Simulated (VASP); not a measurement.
A run of VASP 6.6.1 is set up as follows.

INCAR

```
PREC = Accurate
ENCUT = 520
EDIFF = 1E-6
ISMEAR = -1
SIGMA = 0.02
LREAL = Auto
LASPH = T
NELM = 60
ALGO = Normal
ISIF = 2
LWAVE = F
LCHARG = F
GGA = PE
IVDW = 12
NBANDS = 82
```

Contents of KPOINTS:

```
Automatic mesh
0
Gamma
  1 1 1
```

Contents of POSCAR:

```
CS2
1.0
    9.2831780000      0.0000000000      0.0000000000
    0.0000000000      9.2831780000      0.0000000000
    0.0000000000      0.0000000000      9.2831780000
S C
16 8
Direct
    0.6908840916      0.1836009177      0.8428579092
    0.5947747636      0.2811321726      0.5416679504
    0.7320014762      0.5977047946      0.5429175224
    0.9630214997      0.3570867649      0.6203371302
    0.3983549599      1.0847147389      0.1524154767
    0.4919005108      0.7821459418      0.0627371359
    1.0088570961      0.8308038476      0.3408746444
    0.8251269124      1.0586676244      0.1771052973
    0.3602430116      0.6563269604      0.5689323204
    0.2410381445      0.4691173648      0.3230574702
    0.9521631493      0.5134340847      0.0385643796
    0.6658495614      0.3762289164      0.1251187901
    0.1324869565      0.1990158974      0.8848370677
    0.2549342477      0.0533438010      0.5972954521
   -0.2089801574      0.7962682607      0.8267319661
    0.1285335690      0.7970977180      0.8022037281
    0.6260032933      0.2254831266      0.6915842829
    0.8529837519      0.4854587513      0.5810617872
    0.4545210703      0.9387841104      0.0924252449
    0.9103778900      0.9457644785      0.2737855506
    0.3151399230      0.5548638624      0.4438566189
    0.8057154565      0.4483917038      0.0780120773
    0.1999207599      0.1221133539      0.7433661188
   -0.0440581878      0.7915715933      0.8047675053
```

Potentials or basis: VASP PAW PBE potentials, release 64 (S, C).

Command:

```sh
$ cat potpaw_PBE.64/S/POTCAR potpaw_PBE.64/C/POTCAR > POTCAR
$ mpirun -np 1 vasp_gam > vasp.out
```

Estimate the pressure.

0.0 GPa.

Estimate the band gap on the k mesh.

2.65 eV.

Predict the dispersion energy per atom.

-0.121 eV.

Estimate the largest force.

2.806 eV/Å.

Stress tensor (GPa, compression positive):
```
-0.26  1.05  0.18
 1.05  0.62 -0.23
 0.18 -0.23 -0.25
```

Caveat: the k points lie up to 0.68 Å⁻¹ apart.
